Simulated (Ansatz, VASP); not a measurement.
**One calculation of InAs, two programs**

The input INCAR:

```
PREC = Accurate
ENCUT = 500
EDIFF = 1E-6
ISMEAR = 1
SIGMA = 0.014
LREAL = False
LASPH = True
NELM = 120
ALGO = Normal
ISIF = 2
LWAVE = False
LCHARG = False
GGA = RP
NBANDS = 16
GGA_COMPAT = False
```

File KPOINTS:

```
Automatic mesh
0
Gamma
  4 4 4
```

File POSCAR:

```
InAs
1.0
    0.0000000000      2.8773040000      2.8773040000
    2.8773040000      0.0000000000      2.8773040000
    2.8773040000      2.8773040000      0.0000000000
In As
1 1
Direct
    0.5000000000      0.5000000000      0.5000000000
    0.0000000000      0.0000000000      0.0000000000
```

Input for Ansatz:

```yaml
crystal:
  lattice:
    - [0.0, 2.877304, 2.877304]
    - [2.877304, 0.0, 2.877304]
    - [2.877304, 2.877304, 0.0]
  atoms:
    - { symbol: In, position: [0.5, 0.5, 0.5] }
    - { symbol: As, position: [0.0, 0.0, 0.0] }
basis:
  ecutwfc: 420
kpoints:
  mp_grid: { grid: [4, 4, 4] }
hamiltonian:
  xc: rpbe
scf:
  occupations: { method: cold, width: 0.014 }
output:
  forces: true
  stress: true
  eigenvalues: true
```

Alike in both runs: task single point; functional RPBE; k mesh 4 × 4 × 4; no spin polarisation.

|  | VASP | Ansatz |
| --- | --- | --- |
| version | VASP 6.6.1 | Ansatz 0.2.0 |
| potentials or method | VASP PAW PBE potentials, release 64 (In_d, As), cutoff 500 eV | scalar-relativistic, plane waves, PAW |
| occupations | methfessel-paxton of order 1, width 0.014 eV | cold, width 0.014 eV |
| valence electrons in the cell | 18 | 28 |

```csv
,VASP,Ansatz,Ansatz less VASP
gap on the k mesh at the Fermi level (eV),none,none,-
pressure (GPa),2.3,2.3,+0.02
```

VASP's potentials were made for PBE, not for RPBE. A gap of «none» marks a metal or a gap that the smearing closes. VASP's potentials hold 18 valence electrons a cell and Ansatz's 28, so a difference there can come from the potentials and not from the codes.

The k mesh is coarse, so the values compare programs but aren't converged.
